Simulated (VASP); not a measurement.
# C in VASP: settings compared

Aim: see how the results for C move with the level of theory and the settings. Levels: LDA, PBE+D3(BJ). Tasks: single point.

Program: VASP 6.6.1. These are calculated values, not measurements. Logs are shortened: lines on timing, memory, paths and dates and some standing lists are left out, and cuts for length are marked.

**1. The cell of the first run**

The cell holds a slab with vacuum, 8 atoms: a = 2.445 Å, b = 2.445 Å, c = 46.222 Å, α = 90.00°, β = 90.00°, γ = 120.00°.

**2. Single point, LDA**

Contents of INCAR:

```
PREC = Accurate
ENCUT = 520
EDIFF = 1E-6
ISMEAR = 0
SIGMA = 0.1
LREAL = False
LASPH = True
NELM = 100
ALGO = Normal
ISIF = 2
LWAVE = False
LCHARG = False
LDIPOL = True
IDIPOL = 3
DIPOL = 0.5 0.5 0.500
NBANDS = 26
```

Contents of KPOINTS:

```
regular mesh
0
Gamma
  18 18 1
```

Contents of POSCAR:

```
C
1.0
    2.4448625222      0.0000000000      0.0000000000
   -1.2224312611      2.1173130530      0.0000000000
    0.0000000000      0.0000000000     46.2216185460
C
8
Direct
    0.0000000000      0.0000000000      0.3922892885
    0.6666666667      0.3333333333      0.3922734167
    0.0000000000      0.0000000000      0.4640147571
    0.3333333333      0.6666666667      0.4640181601
    0.0000000000      0.0000000000      0.5359852429
    0.6666666667      0.3333333333      0.5359818399
    0.0000000000      0.0000000000      0.6077107115
    0.3333333333      0.6666666667      0.6077265833
```

Potentials or basis: VASP PAW LDA potentials, release 64 (C).

Command:

```sh
cat potpaw_LDA.64/C/POTCAR > POTCAR
mpirun -np 1 vasp_std > vasp.out
```

OUTCAR:

```text
PREC = Accurate
   ENCUT = 520
   EDIFF = 1E-6
   ISMEAR = 0
   LREAL = False
   LASPH = True
   NELM = 100
   ISIF = 2

 ion  position               nearest neighbor table
   1  0.000  0.000  0.392-   2 1.41   2 1.41   2 1.41
   2  0.667  0.333  0.392-   1 1.41   1 1.41   1 1.41
   3  0.000  0.000  0.464-   4 1.41   4 1.41   4 1.41
   4  0.333  0.667  0.464-   3 1.41   3 1.41   3 1.41
   5  0.000  0.000  0.536-   6 1.41   6 1.41   6 1.41
   6  0.667  0.333  0.536-   5 1.41   5 1.41   5 1.41
   7  0.000  0.000  0.608-   8 1.41   8 1.41   8 1.41
   8  0.333  0.667  0.608-   7 1.41   7 1.41   7 1.41

  LATTYP: Found a hexagonal cell.
 ALAT       =     2.4448625222
 C/A-ratio  =    18.9056104899

  Lattice vectors:

 A1 = (   2.4448625222,   0.0000000000,   0.0000000000)
 A2 = (  -1.2224312611,   2.1173130530,   0.0000000000)
 A3 = (   0.0000000000,   0.0000000000,  46.2216185460)

Analysis of symmetry for initial positions (statically):
=====================================================================
 Subroutine PRICEL returns:
 Original cell was already a primitive cell.

 Routine SETGRP: Setting up the symmetry group for a
 hexagonal supercell.

 Subroutine GETGRP returns: Found 12 space group operations
 (whereof 12 operations were pure point group operations)
 out of a pool of 24 trial point group operations.

The static configuration has the point symmetry D_3d.

Analysis of symmetry for dynamics (positions and initial velocities):
=====================================================================
 Subroutine PRICEL returns:
 Original cell was already a primitive cell.

 Routine SETGRP: Setting up the symmetry group for a
 hexagonal supercell.

 Subroutine GETGRP returns: Found 12 space group operations
 (whereof 12 operations were pure point group operations)
 out of a pool of 24 trial point group operations.

The dynamic configuration has the point symmetry D_3d.

 Subroutine INISYM returns: Found 12 space group operations
 (whereof 12 operations are pure point group operations),
 and found     1 'primitive' translations

----------------------------------------------------------------------------------------

                                     Primitive cell

  volume of cell :     239.2680

  direct lattice vectors                    reciprocal lattice vectors
     2.444862522  0.000000000  0.000000000     0.409020953  0.236148358  0.000000000
[... 108 lines left out ...]
   PSTRESS=    0.0 pullay stress
   NELECT =      32.0000    total number of electrons
   NUPDOWN=      -1.0000    fix difference up-down
   EMIN   =  10.00;   EMAX   =-10.00  energy-range for DOS
   EFERMI =   0.00;   METHOD = LEGACY
   ISMEAR =     0;   SIGMA  =   0.10  broadening in eV -4-tet -1-fermi 0-gaus
   EFERMI_NEDOS =   21; number of points for ismear=-14 and -15
   IALGO  =     38    algorithm
   IMIX   =      4    mixing-type and parameters
     AMIX     =   0.40;   BMIX     =  1.00
     AMIX_MAG =   1.60;   BMIX_MAG =  1.00
  volume/ion in A,a.u.               =      29.91       201.83
  Fermi-wavevector in a.u.,A,eV,Ry     =   0.837201  1.582081  9.536407  0.700906
  Thomas-Fermi vector in A             =   1.951052
   LORBIT       =      0    0 simple, 1 ext, 2 COOP (PROOUT), +10 PAW based schemes
   GGA     = CA    functional components
   LHFCALC =     F    Hartree Fock is set to
   AEXX    =    0.0000 exact exchange contribution
   IVDW    =     0    specifies the selected vdW correction
   LEPSILON=     F    determine dielectric tensor
   LRPA    =     F    only Hartree local field effects (RPA)
 non-spin polarized calculation
 Gauss-broadening in eV      SIGMA  =   0.10
  energy-cutoff  :      520.00
  volume of cell :      239.27
 maximum number of plane-waves:      6540
   NGX =  9   NGY =  9   NGZ =171

 number of electron      31.9999992 magnetization

 dipolmoment           0.000000      0.000000     -0.000000 electrons x Angstroem

 Free energy of the ion-electron system (eV)
  ---------------------------------------------------
  ext. energy  EPLUGINS =         0.00000000
  ---------------------------------------------------
  free energy    TOTEN  =       -80.84888006 eV

  energy without entropy =      -80.84750301  energy(sigma->0) =      -80.84819154

 E-fermi :  -1.8417     XC(G=0):  -3.3291

 val. band max:       -1.8535971271   @ k =   0.3333   0.3333   0.0000
 cond. band min:      -1.8297734475   @ k =   0.3333   0.3333   0.0000
 fundamental gap:      0.0238236796
 Fermi energy:        -1.8416711950

 k-point     1 :       0.0000    0.0000    0.0000
  band No.  band energies     occupation
      1     -21.4460      2.00000
      2     -21.3695      2.00000
      3     -21.2607      2.00000
      4     -21.1679      2.00000
      5     -10.4540      2.00000
      6      -9.9764      2.00000
[... 685 lines left out ...]
     25       8.0893      0.00000
     26       8.3807      0.00000

 [... further k-points ...]

------------------------ aborting loop because EDIFF is reached ----------------------------------------

 vacuum level on the upper side and lower side of the slab       (xc-potential included)        -0.144        -0.144

  FORCE on cell =-STRESS in cart. coord.  units (eV):
  Direction    XX          YY          ZZ          XY          YZ          ZX
  --------------------------------------------------------------------------------------
  -------------------------------------------------------------------------------------
  Total        0.5506261      0.5506261     -0.0551252      0.0000000      0.0000000      0.0000000
  in kB        3.6870812      3.6870812     -0.3691276      0.0000000      0.0000000      0.0000000
  external PRESSURE =       2.3350116 kB  Pullay stress =       0.0000000 kB

 VOLUME and BASIS-vectors are now :
 -----------------------------------------------------------------------------
  energy-cutoff  :      520.00
  volume of cell :      239.27
      direct lattice vectors                 reciprocal lattice vectors
     2.444862522  0.000000000  0.000000000     0.409020953  0.236148358  0.000000000
    -1.222431261  2.117313053  0.000000000     0.000000000  0.472296715  0.000000000
     0.000000000  0.000000000 46.221618546     0.000000000  0.000000000  0.021634898

 POSITION                                       TOTAL-FORCE (eV/Angst)
 -----------------------------------------------------------------------------------
      0.00000      0.00000     18.13225        -0.000000      0.000000     -0.002339
      1.22243      0.70577     18.13151        -0.000000      0.000000      0.001998
      0.00000      0.00000     21.44751         0.000000     -0.000000      0.000113
     -0.00000      1.41154     21.44767         0.000000      0.000000     -0.000143
      0.00000      0.00000     24.77411        -0.000000      0.000000     -0.000113
      1.22243      0.70577     24.77395         0.000000     -0.000000      0.000143
      0.00000      0.00000     28.08937        -0.000000      0.000000      0.002339
     -0.00000      1.41154     28.09011         0.000000     -0.000000     -0.001998
 -----------------------------------------------------------------------------------
    total drift:                               -0.000000     -0.000000      0.000000

  FREE ENERGIE OF THE ION-ELECTRON SYSTEM (eV)
  ---------------------------------------------------
  free  energy   TOTEN  =       -80.8488800648 eV

  energy  without entropy=      -80.8475030150  energy(sigma->0) =      -80.84819154

 vacuum level on the upper side and lower side of the slab         2.565         2.565
```

stdout:

```text
POSCAR found type information on POSCAR C
 POSCAR found :  1 types and       8 ions
 scaLAPACK will be used
 LDA part: xc-table for (Slater(with rela. corr.)+CA(PZ))
 , standard interpolation
 POSCAR, INCAR and KPOINTS ok, starting setup
 FFT: planning ... GRIDC
 FFT: planning ... GRID_SOFT
 FFT: planning ... GRID
 WAVECAR not read
 entering main loop
```

Run time: 3.5 min. Hardware: 1 thread of AMD EPYC 9R45 (Zen 5), shared host; peak memory 0.31 GiB.

Results:

```
Free energy : -80.8489 eV
```

Forces in eV/Å, atoms in the order of the input:
```
C    0.000  0.000 -0.002
C    0.000  0.000  0.002
C    0.000  0.000  0.000
C    0.000  0.000  0.000
C    0.000  0.000  0.000
C    0.000  0.000  0.000
C    0.000  0.000  0.002
C    0.000  0.000 -0.002
```

**3. Single point, PBE+D3(BJ) (a layer taken out of the bulk)**

Contents of INCAR:

```
PREC = Accurate
ENCUT = 520
EDIFF = 1E-6
ISMEAR = 0
SIGMA = 0.1
LREAL = F
LASPH = T
NELM = 80
ALGO = Normal
ISIF = 2
LWAVE = F
LCHARG = T
LDIPOL = T
IDIPOL = 3
DIPOL = 0.5 0.5 0.500
GGA = PE
IVDW = 12
LELF = T
LVHAR = T
LVACPOTAV = T
NBANDS = 26
```

KPOINTS is that of step 2.

Contents of POSCAR:

```
C
1.0
    2.4651438534      0.0000000000      0.0000000000
   -1.2325719267      2.1348772010      0.0000000000
    0.0000000000      0.0000000000     46.2216185460
C
8
Direct
    0.0000000000      0.0000000000      0.3902089530
    0.6666666667      0.3333333333      0.3902007896
    0.0000000000      0.0000000000      0.4634450947
    0.3333333333      0.6666666667      0.4634471282
    0.0000000000      0.0000000000      0.5365549053
    0.6666666667      0.3333333333      0.5365528718
    0.0000000000      0.0000000000      0.6097910470
    0.3333333333      0.6666666667      0.6097992104
```

Potentials or basis: VASP PAW PBE potentials, release 64 (C).

Command:

```sh
cat potpaw_PBE.64/C/POTCAR > POTCAR
mpirun -np 1 vasp_std > vasp.out
```

Run time: 3.4 min. Hardware: 1 thread of AMD EPYC 9R45 (Zen 5), shared host; peak memory 0.39 GiB.

The run converged. Its results:

```yaml
Free_energy: -74.8216 eV
Dispersion_energy_per_atom: -0.136 eV
Ionisation_potential_of_the_upper_face: 4.29 eV
```

Caveat: the cell differs from its parent crystal (a layer taken out of the bulk).

**4. Single point, PBE+D3(BJ) (a layer taken out of the bulk)**

Contents of INCAR:

```
SYSTEM = C
ALGO     = Normal         ! electronic algorithm
DIPOL    = 0.5 0.5 0.500
EDIFF    = 1E-6           ! SCF threshold, eV
ENCUT    = 520            ! plane-wave cutoff, eV
GGA      = PE             ! functional
IDIPOL   = 3            
ISIF     = 2              ! what is computed and relaxed
ISMEAR   = 0              ! smearing method
IVDW     = 12             ! dispersion correction
LASPH    = .TRUE.         ! aspherical terms in the spheres
LCHARG   = .FALSE.        ! write CHGCAR
LDIPOL   = .TRUE.       
LREAL    = .FALSE.        ! projectors in reciprocal space
LWAVE    = .FALSE.        ! write WAVECAR
NBANDS   = 26             ! bands
NELM     = 80             ! most SCF steps
PREC     = Accurate       ! precision mode
SIGMA    = 0.1            ! smearing width, eV
```

Contents of KPOINTS:

```
k-points
0
G
  18 18 1
  0 0 0
```

Contents of POSCAR:

```
C
1.0
    2.4649634496      0.0000000000      0.0000000000
   -1.2324817248      2.1347209668      0.0000000000
    0.0000000000      0.0000000000     46.2216185460
C
8
Direct
    0.0000000000      0.0000000000      0.3906268400
    0.6666666667      0.3333333333      0.3906268366
    0.0000000000      0.0000000000      0.4635422811
    0.3333333333      0.6666666667      0.4635422777
    0.0000000000      0.0000000000      0.5364577223
    0.6666666667      0.3333333333      0.5364577189
    0.0000000000      0.0000000000      0.6093731634
    0.3333333333      0.6666666667      0.6093731600
```

Command:

```sh
cat potpaw_PBE.64/C/POTCAR > POTCAR
mpirun -np 1 vasp_std > vasp.out
```

It took 3.1 min on 1 thread of AMD EPYC 9R45 (Zen 5), shared host; peak memory 0.38 GiB.

It converged, with:

* Free energy: -74.8215 eV
* Largest force: 0.011 eV/Å
* Dispersion energy per atom: -0.137 eV

Forces in eV/Å, atoms in the order of the input:
```
C    0.000  0.000  0.006
C    0.000  0.000 -0.011
C    0.000  0.000 -0.001
C    0.000  0.000  0.003
C    0.000  0.000  0.001
C    0.000  0.000 -0.003
C    0.000  0.000 -0.006
C    0.000  0.000  0.011
```

Caveat: the cell differs from its parent crystal (a layer taken out of the bulk).

(Continued in part 2 of 2.)
